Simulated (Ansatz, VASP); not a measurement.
## C: VASP beside Ansatz

```
C
1.0
     0.00000    1.78014    1.78014
     1.78014    0.00000    1.78014
     1.78014    1.78014    0.00000
C
2
Direct
  0.00000 0.00000 0.00000
  0.25000 0.25000 0.25000
```

Alike in both runs: task single point; functional r2SCAN; k mesh 12 × 12 × 12; occupations gaussian, width 0.02 eV; no spin polarisation.

|  | VASP | Ansatz |
| --- | --- | --- |
| version | VASP 6.6.1 | Ansatz 0.2.0 |
| potentials or method | VASP PAW PBE potentials, release 64 (C), cutoff 660 eV | scalar-relativistic, plane waves, PAW |
| valence electrons in the cell | 8 | 8 |

Ansatz gave:

* gap on the k mesh at the Fermi level (eV): 4.38
* least direct gap on the mesh (eV): 5.89
* pressure (GPa): 0.0

Task: Estimate VASP's values.

Result: gap on the k mesh at the Fermi level (eV): 4.36; least direct gap on the mesh (eV): 5.85; pressure (GPa): 0.1.

VASP's potentials were made for PBE, not for r2SCAN.
